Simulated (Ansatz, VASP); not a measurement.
P in VASP and in Ansatz

```
P
1.0
    -1.69151    2.51517    1.85894
     1.69151   -2.51517    1.85894
     1.69151    2.51517   -1.85894
P
2
Direct
  0.80331 0.05331 0.75000
  0.19669 0.94669 0.25000
```

Alike in both runs: task single point; functional LDA; k mesh 20 × 20 × 20; occupations gaussian, width 0.15 eV; no spin polarisation.

```csv
,VASP,Ansatz
version,VASP 6.6.1,Ansatz 0.2.0
potentials or method,"VASP PAW LDA potentials, release 64 (P), cutoff 520 eV","scalar-relativistic, plane waves, PAW"
valence electrons in the cell,10,10
```

|  | VASP | Ansatz | Ansatz less VASP |
| --- | --- | --- | --- |
| gap on the k mesh at the Fermi level (eV) | none | none | - |
| pressure (GPa) | -2.3 | -2.1 | +0.19 |
| traceless stress, the component that is largest in VASP (GPa) | 0.52 | 0.64 | +0.126 |
| rms of the force components (eV/Å) | 0.158 | 0.183 | +0.0253 |

LDA's correlation is that of Perdew and Zunger in VASP and of Perdew and Wang (1992) in Ansatz. Atom by atom the forces differ by 0.025 eV/Å (rms over components). A gap of «none» marks a metal or a gap that the smearing closes.
